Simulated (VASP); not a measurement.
# CdS5 (F-43m) in VASP: a series of runs

CdS5 is run at these levels: PBE; tasks: single point, relaxation of cell and atoms.

Everything below comes from runs of VASP 6.6.1. Logs are shortened: lines on timing, memory, paths and dates and some standing lists are left out, and cuts for length are marked.

## 1. The cell of the first run

It takes space group F-43m (No. 216, cubic). Conventional cell: a = 7.617 Å, b = 7.617 Å, c = 7.617 Å, α = 90.00°, β = 90.00°, γ = 90.00°. Cd (site symmetry -43m) has 16 S at 3.18 to 3.30 Å within 4.2 Å. S (site symmetry -43m) has 12 S at 3.14 Å and 4 Cd at 3.30 Å within 4.1 Å. S (site symmetry 3m) has 9 S at 2.46 to 3.14 Å and 3 Cd at 3.18 Å within 3.3 Å.

## 2. Single point, PBE

Contents of INCAR:

```
  PREC = Accurate
  ENCUT = 520
  EDIFF = 1E-6
  ISMEAR = 0
  SIGMA = 0.1
  LREAL = F
  LASPH = T
  NELM = 100
  ALGO = Normal
  ISIF = 2
  LWAVE = F
  LCHARG = F
  GGA = PE
  NBANDS = 30
```

Contents of KPOINTS:

```
Automatic mesh
0
Gamma
  8 8 8
```

Contents of POSCAR:

```
CdS5
1.0
    0.0000000000      3.8082896991      3.8082896991
    3.8082896991      0.0000000000      3.8082896991
    3.8082896991      3.8082896991      0.0000000000
Cd S
1 5
Direct
    0.0000000000      0.0000000000      0.0000000000
    0.7500000000      0.7500000000      0.7500000000
    0.3855922342      0.3855922342      0.8432232973
    0.3855922342      0.8432232973      0.3855922342
    0.3855922342      0.3855922342      0.3855922342
    0.8432232973      0.3855922342      0.3855922342
```

Potentials or basis: VASP PAW PBE potentials, release 64 (Cd, S).

Started as:

```bash
cat potpaw_PBE.64/Cd/POTCAR potpaw_PBE.64/S/POTCAR > POTCAR
mpirun -np 1 vasp_std > vasp.out
```

OUTCAR:

```text
PREC = Accurate
   ENCUT = 520
   EDIFF = 1E-6
   ISMEAR = 0
   LREAL = F
   LASPH = T
   NELM = 100
   ISIF = 2
   GGA = PE

 ion  position               nearest neighbor table
   1  0.000  0.000  0.000-   3 3.18   4 3.18   6 3.18   5 3.18   5 3.18   5 3.18   3 3.18   4 3.18
                             6 3.18   3 3.18   4 3.18   6 3.18
   2  0.750  0.750  0.750-
   3  0.386  0.386  0.843-   4 2.46   5 2.46   6 2.46   1 3.18   1 3.18   1 3.18
   4  0.386  0.843  0.386-   3 2.46   5 2.46   6 2.46   1 3.18   1 3.18   1 3.18
   5  0.386  0.386  0.386-   3 2.46   4 2.46   6 2.46   1 3.18   1 3.18   1 3.18
   6  0.843  0.386  0.386-   3 2.46   4 2.46   5 2.46   1 3.18   1 3.18   1 3.18

  LATTYP: Found a face centered cubic cell.
 ALAT       =     7.6165793982

  Lattice vectors:

 A1 = (   0.0000000000,   3.8082896991,   3.8082896991)
 A2 = (   3.8082896991,   0.0000000000,   3.8082896991)
 A3 = (   3.8082896991,   3.8082896991,   0.0000000000)

Analysis of symmetry for initial positions (statically):
=====================================================================
 Subroutine PRICEL returns:
 Original cell was already a primitive cell.

 Routine SETGRP: Setting up the symmetry group for a
 face centered cubic supercell.

 Subroutine GETGRP returns: Found 24 space group operations
 (whereof 24 operations were pure point group operations)
 out of a pool of 48 trial point group operations.

The static configuration has the point symmetry T_d .

Analysis of symmetry for dynamics (positions and initial velocities):
=====================================================================
 Subroutine PRICEL returns:
 Original cell was already a primitive cell.

 Routine SETGRP: Setting up the symmetry group for a
 face centered cubic supercell.

 Subroutine GETGRP returns: Found 24 space group operations
 (whereof 24 operations were pure point group operations)
 out of a pool of 48 trial point group operations.

The dynamic configuration has the point symmetry T_d .

 Subroutine INISYM returns: Found 24 space group operations
 (whereof 24 operations are pure point group operations),
 and found     1 'primitive' translations

----------------------------------------------------------------------------------------

                                     Primitive cell

  volume of cell :     110.4638

  direct lattice vectors                    reciprocal lattice vectors
     0.000000000  3.808289699  3.808289699    -0.131292533  0.131292533  0.131292533
     3.808289699  0.000000000  3.808289699     0.131292533 -0.131292533  0.131292533
     3.808289699  3.808289699  0.000000000     0.131292533  0.131292533 -0.131292533

  length of vectors
     5.385734942  5.385734942  5.385734942     0.227405337  0.227405337  0.227405337

  position of ions in fractional coordinates (direct lattice)
     0.000000000  0.000000000  0.000000000
     0.750000000  0.750000000  0.750000000
     0.385592234  0.385592234  0.843223297
     0.385592234  0.843223297  0.385592234
     0.385592234  0.385592234  0.385592234
     0.843223297  0.385592234  0.385592234

  ion indices of the primitive-cell ions
   primitive index   ion index
                 1           1
                 2           2
                 3           3
                 4           4
                 5           5
                 6           6

----------------------------------------------------------------------------------------

 KPOINTS: Automatic mesh

Automatic generation of k-mesh.
 Grid dimensions read from file:
 generate k-points for:    8    8    8

 Generating k-lattice:

  Cartesian coordinates                     Fractional coordinates (reciprocal lattice)
    -0.016411567  0.016411567  0.016411567     0.125000000  0.000000000  0.000000000
     0.016411567 -0.016411567  0.016411567     0.000000000  0.125000000  0.000000000
     0.016411567  0.016411567 -0.016411567     0.000000000  0.000000000  0.125000000

  Length of vectors
     0.028425667  0.028425667  0.028425667

  Shift w.r.t. Gamma in fractional coordinates (k-lattice)
     0.000000000  0.000000000  0.000000000

 Subroutine IBZKPT returns following result:
 ===========================================

 Found     29 irreducible k-points:

 Following reciprocal coordinates:
            Coordinates               Weight
  0.000000  0.000000  0.000000      1.000000
  0.125000  0.000000  0.000000      8.000000
  0.250000  0.000000  0.000000      8.000000
  0.375000  0.000000  0.000000      8.000000
  0.500000  0.000000  0.000000      4.000000
  0.125000  0.125000  0.000000      6.000000
[... 16 lines left out ...]
  0.500000  0.250000  0.125000     48.000000
 -0.375000  0.250000  0.125000     24.000000
 [... further k-points ...]
   k-points           NKPTS =     29   k-points in BZ     NKDIM =     29   number of bands    NBANDS=     30
   number of dos      NEDOS =    301   number of ions     NIONS =      6
   total plane-waves  NPLWV =  64000
   dimension x,y,z NGX =    40 NGY =   40 NGZ =   40
   dimension x,y,z NGXF=    80 NGYF=   80 NGZF=   80
   ions per type =               1   5
   NGX,Y,Z   is equivalent  to a cutoff of  12.35, 12.35, 12.35 a.u.
   NGXF,Y,Z  is equivalent  to a cutoff of  24.69, 24.69, 24.69 a.u.
 SYSTEM =  unknown system
   PREC   = accura    normal or accurate (medium, high low for compatibility)
   ISTART =      0    job   : 0-new  1-cont  2-samecut
   ICHARG =      2    charge: 1-file 2-atom 10-const
   ISPIN  =      1    spin polarized calculation?
   LNONCOLLINEAR =      F non collinear calculations
   LSORBIT =      F    spin-orbit coupling
   LASPH  =      T    aspherical Exc in radial PAW
   ENCUT  =  520.0 eV  38.22 Ry    6.18 a.u.  10.01 10.01 10.01*2*pi/ulx,y,z
   NELM   =    100;   NELMIN=  2; NELMDL= -5     # of ELM steps
   EDIFF  = 0.1E-05   stopping-criterion for ELM
   LREAL  =      F    real-space projection
   EDIFFG = 0.1E-04   stopping-criterion for IOM
   NSW    =      0    number of steps for IOM
   IBRION =     -1    ionic relax: 0-MD 1-quasi-New 2-CG
   NFREE  =      0    steps in history (QN), initial steepest desc. (CG)
   ISIF   =      2    stress and relaxation
   ISYM   =      2    0-nonsym 1-usesym 2-fastsym
   POTIM  = 0.5000    time-step for ionic-motion
   TEBEG  =    0.0;   TEEND  =   0.0 temperature during run
   PSTRESS=    0.0 pullay stress
   NELECT =      42.0000    total number of electrons
   NUPDOWN=      -1.0000    fix difference up-down
   EMIN   =  10.00;   EMAX   =-10.00  energy-range for DOS
   EFERMI =   0.00;   METHOD = LEGACY
   ISMEAR =     0;   SIGMA  =   0.10  broadening in eV -4-tet -1-fermi 0-gaus
   EFERMI_NEDOS =   21; number of points for ismear=-14 and -15
   IALGO  =     38    algorithm
   IMIX   =      4    mixing-type and parameters
     AMIX     =   0.40;   BMIX     =  1.00
     AMIX_MAG =   1.60;   BMIX_MAG =  1.00
  volume/ion in A,a.u.               =      18.41       124.24
  Fermi-wavevector in a.u.,A,eV,Ry     =   1.186000  2.241215 19.137894  1.406596
  Thomas-Fermi vector in A             =   2.322182
   LORBIT       =      0    0 simple, 1 ext, 2 COOP (PROOUT), +10 PAW based schemes
   GGA     = PE    functional components
   LHFCALC =     F    Hartree Fock is set to
   AEXX    =    0.0000 exact exchange contribution
   IVDW    =     0    specifies the selected vdW correction
   LEPSILON=     F    determine dielectric tensor
   LRPA    =     F    only Hartree local field effects (RPA)
 non-spin polarized calculation
 Gauss-broadening in eV      SIGMA  =   0.10
  energy-cutoff  :      520.00
  volume of cell :      110.46
 maximum number of plane-waves:      2996
   NGX = 21   NGY = 21   NGZ = 21

 number of electron      42.0000005 magnetization

 Free energy of the ion-electron system (eV)
  ---------------------------------------------------
  ext. energy  EPLUGINS =         0.00000000
  ---------------------------------------------------
  free energy    TOTEN  =       -15.74957014 eV

  energy without entropy =      -15.71610310  energy(sigma->0) =      -15.73283662

 E-fermi :   5.5590     XC(G=0): -10.6018

 val. band max:        5.5449068508   @ k =   0.5000   0.2500   0.0000
 cond. band min:       5.5641344180   @ k =   0.2500   0.1250   0.0000
 fundamental gap:      0.0192275672
 Fermi energy:         5.5590162250

 k-point     1 :       0.0000    0.0000    0.0000
  band No.  band energies     occupation
      1     -11.1483      2.00000
      2      -6.3956      2.00000
      3      -6.3956      2.00000
      4      -6.3956      2.00000
      5      -5.7597      2.00000
      6      -2.9322      2.00000
[... 22 lines left out ...]
     29      10.9062      0.00000
     30      12.3621      0.00000

 k-point     2 :       0.1250    0.0000    0.0000
  band No.  band energies     occupation
      1     -11.0864      2.00000
      2      -6.6783      2.00000
      3      -6.4179      2.00000
      4      -6.4179      2.00000
      5      -5.7905      2.00000
      6      -2.9429      2.00000
[... 22 lines left out ...]
     29      10.9128      0.00000
     30      12.7682      0.00000

 k-point     3 :       0.2500    0.0000    0.0000
  band No.  band energies     occupation
      1     -10.9192      2.00000
      2      -7.2702      2.00000
      3      -6.4698      2.00000
      4      -6.4698      2.00000
      5      -5.8551      2.00000
      6      -2.9205      2.00000
[... 22 lines left out ...]
     29      10.9567      0.00000
     30      13.2152      0.00000

 k-point     4 :       0.3750    0.0000    0.0000
  band No.  band energies     occupation
      1     -10.7148      2.00000
      2      -7.8094      2.00000
      3      -6.5195      2.00000
      4      -6.5195      2.00000
      5      -5.9107      2.00000
      6      -2.8742      2.00000
[... 616 lines left out ...]
     29      11.1499      0.00000
     30      14.0179      0.00000

 k-point    23 :       0.5000    0.2500    0.1250
  band No.  band energies     occupation
      1     -10.5997      2.00000
      2      -7.8781      2.00000
      3      -6.9297      2.00000
      4      -6.5778      2.00000
      5      -5.7320      2.00000
      6      -2.8769      2.00000
[... 22 lines left out ...]
     29      11.4575      0.00000
     30      13.5622      0.00000

 k-point    24 :      -0.3750    0.2500    0.1250
  band No.  band energies     occupation
      1     -10.5114      2.00000
      2      -8.0413      2.00000
      3      -6.9954      2.00000
      4      -6.6003      2.00000
      5      -5.7024      2.00000
      6      -2.8563      2.00000
[... 22 lines left out ...]
     29      11.5393      0.00000
     30      13.5975      0.00000

 [... further k-points ...]
[... 5 lines left out ...]
  --------------------------------------------------------------------------------------
  -------------------------------------------------------------------------------------
  Total       -0.0262291     -0.0262291     -0.0262291      0.0000000      0.0000000     -0.0000000
  in kB       -0.3804298     -0.3804298     -0.3804298      0.0000000      0.0000000     -0.0000000
  external PRESSURE =      -0.3804298 kB  Pullay stress =       0.0000000 kB

 VOLUME and BASIS-vectors are now :
 -----------------------------------------------------------------------------
  energy-cutoff  :      520.00
  volume of cell :      110.46
      direct lattice vectors                 reciprocal lattice vectors
     0.000000000  3.808289699  3.808289699    -0.131292533  0.131292533  0.131292533
     3.808289699  0.000000000  3.808289699     0.131292533 -0.131292533  0.131292533
     3.808289699  3.808289699  0.000000000     0.131292533  0.131292533 -0.131292533

 POSITION                                       TOTAL-FORCE (eV/Angst)
 -----------------------------------------------------------------------------------
      0.00000      0.00000      0.00000         0.000000      0.000000      0.000000
      5.71243      5.71243      5.71243         0.000000      0.000000      0.000000
      4.67969      4.67969      2.93689        -0.025195     -0.025195      0.025195
      4.67969      2.93689      4.67969        -0.025195      0.025195     -0.025195
      2.93689      2.93689      2.93689         0.025195      0.025195      0.025195
      2.93689      4.67969      4.67969         0.025195     -0.025195     -0.025195
 -----------------------------------------------------------------------------------
    total drift:                                0.000000      0.000000      0.000000

  FREE ENERGIE OF THE ION-ELECTRON SYSTEM (eV)
  ---------------------------------------------------
  free  energy   TOTEN  =       -15.7495701447 eV

  energy  without entropy=      -15.7161030991  energy(sigma->0) =      -15.73283662
```

Run time: 37 s. Hardware: 1 thread of Intel Xeon 6975P-C (Granite Rapids), shared host; peak memory 0.27 GiB.

What came out:

```yaml
Free_energy: -15.7496 eV
Pressure: 0.0 GPa
Largest_force: 0.044 eV/Å
Band_gap_on_the_k_mesh: zero (band 21 reaches 6.68 eV, above the bottom of band 22 at 5.29 eV)
```

Forces in eV/Å, atoms in the order of the input:
```
Cd   0.000  0.000  0.000
S    0.000  0.000  0.000
S   -0.025 -0.025  0.025
S   -0.025  0.025 -0.025
S    0.025  0.025  0.025
S    0.025 -0.025 -0.025
```

## 3. Relaxation of cell and atoms, PBE

This run uses another cell than the first one, of 19.39 Å³/atom, 1.053 times its volume.

Contents of INCAR:

```
  PREC = Accurate
  ENCUT = 600
  EDIFF = 1E-7
  ISMEAR = 0
  SIGMA = 0.1
  LREAL = False
  LASPH = True
  NELM = 100
  ALGO = Normal
  ISIF = 3
  LWAVE = False
  LCHARG = False
  GGA = PE
  IBRION = 2
  NSW = 100
  EDIFFG = -0.01
```

KPOINTS is that of step 2.

Contents of POSCAR:

```
CdS5
1.0
    0.0000000000      3.8749375087      3.8749375087
    3.8749375087      0.0000000000      3.8749375087
    3.8749375087      3.8749375087      0.0000000000
Cd S
1 5
Direct
    0.0000000000      0.0000000000      0.0000000000
    0.7500000000      0.7500000000      0.7500000000
    0.3916541576      0.3916541576      0.8250375271
    0.3916541576      0.8250375271      0.3916541576
    0.3916541576      0.3916541576      0.3916541576
    0.8250375271      0.3916541576      0.3916541576
```

Potentials or basis: VASP PAW PBE potentials, release 64 (Cd, S).

Started as:

```bash
cat potpaw_PBE.64/Cd/POTCAR potpaw_PBE.64/S/POTCAR > POTCAR
mpirun -np 1 vasp_std > vasp.out
```

Run time: 4.3 min. Hardware: 1 thread of Intel Xeon 6975P-C (Granite Rapids), shared host; peak memory 0.39 GiB.

It converged, with:

```yaml
Free_energy: -15.7519 eV
Relaxed_volume: 18.54 Å³/atom
Relaxed_cell: a = 5.399 Å, b = 5.399 Å, c = 5.399 Å, α = 60.00°, β = 60.00°, γ = 60.00°
Space_group_after_relaxing_to_0.05_Å: F-43m (No. 216)
Energy_gained_by_relaxing: 7.4 meV/atom
Ionic_steps: 6
Pressure_after_relaxing: -0.1 GPa
Largest_force_after_relaxing: 0.009 eV/Å
Band_gap_on_the_k_mesh: zero (band 21 reaches 6.60 eV, above the bottom of band 22 at 5.22 eV)
```

Forces in eV/Å, atoms in the order of the input:
```
Cd   0.000  0.000  0.000
S    0.000  0.000  0.000
S    0.005  0.005 -0.005
S    0.005 -0.005  0.005
S   -0.005 -0.005 -0.005
S   -0.005  0.005  0.005
```

The path:
| step | energy change (eV) | largest force (eV/Å) | pressure (GPa) | volume (Å³) |
| --- | --- | --- | --- | --- |
| 1 | 0.0000 | 0.2699 | -0.66 | 116.37 |
| 2 | -0.0173 | 0.2118 | -0.48 | 115.03 |
| 3 | -0.0421 | 0.0895 | 0.37 | 111.07 |
| 4 | -0.0424 | 0.0789 | 0.52 | 110.58 |
| 5 | -0.0437 | 0.0316 | -0.41 | 111.71 |
| 6 | -0.0445 | 0.0090 | -0.06 | 111.27 |

Final structure:
```cif
data_structure
_symmetry_space_group_name_H-M 'P 1'
_symmetry_Int_Tables_number 1
_cell_length_a 5.3988
_cell_length_b 5.3988
_cell_length_c 5.3988
_cell_angle_alpha 60.000
_cell_angle_beta 60.000
_cell_angle_gamma 60.000
_cell_volume 111.27
loop_
_atom_site_label
_atom_site_type_symbol
_atom_site_fract_x
_atom_site_fract_y
_atom_site_fract_z
_atom_site_occupancy
Cd1 Cd 0.00000 0.00000 0.00000 1
S1 S 0.75000 0.75000 0.75000 1
S2 S 0.38688 0.38688 0.83935 1
S3 S 0.38688 0.83935 0.38688 1
S4 S 0.38688 0.38688 0.38688 1
S5 S 0.83935 0.38688 0.38688 1
```

Levels at points of the mesh, in eV from the Fermi level:
```tsv
k point	band 19	band 20	band 21	band 22	band 23	band 24
(0.00, 0.00, 0.00)	-1.58	-0.76	1.10	1.10	1.10	2.07
(0.50, 0.00, 0.00)	-2.13	-1.22	0.15	0.15	0.82	1.15
(0.50, 0.50, 0.00)	-1.40	-1.32	-0.91	0.10	0.10	1.14
```
